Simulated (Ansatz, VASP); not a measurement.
**SiC in VASP and in Ansatz**

```
CELL_PARAMETERS angstrom
3.05098 0.00000 0.00000
-1.52549 2.64223 0.00000
0.00000 0.00000 5.21138
ATOMIC_POSITIONS crystal
Si 0.33333 0.66667 0.00636
Si 0.66667 0.33333 0.50636
C 0.33333 0.66667 0.37864
C 0.66667 0.33333 0.87864
```

Alike in both runs: functional PBE; k mesh 12 × 12 × 6; occupations gaussian, width 0.05 eV; no spin polarisation.

Ansatz relaxed the structure, and its values are those at the end. VASP's run is a single point on that final structure, the one shown.

|  | VASP | Ansatz |
| --- | --- | --- |
| version | VASP 6.6.1 | Ansatz 0.2.0 |
| potentials or method | VASP PAW PBE potentials, release 64 (Si, C), cutoff 520 eV | scalar-relativistic, plane waves, PAW |
| valence electrons in the cell | 16 | 16 |

|  | VASP | Ansatz | Ansatz less VASP |
| --- | --- | --- | --- |
| gap on the k mesh at the Fermi level (eV) | 2.01 | 2.02 | +0.006 |
| least direct gap on the mesh (eV) | 4.24 | 4.25 | +0.006 |
| pressure (GPa) | 0.2 | 0.3 | +0.03 |
| rms of the force components (eV/Å) | 0.005 | 0.004 | -0.0005 |

The functional is the same, so the differences come from potentials, cutoffs and numerics. Ansatz's warnings: stress scf threshold loose.
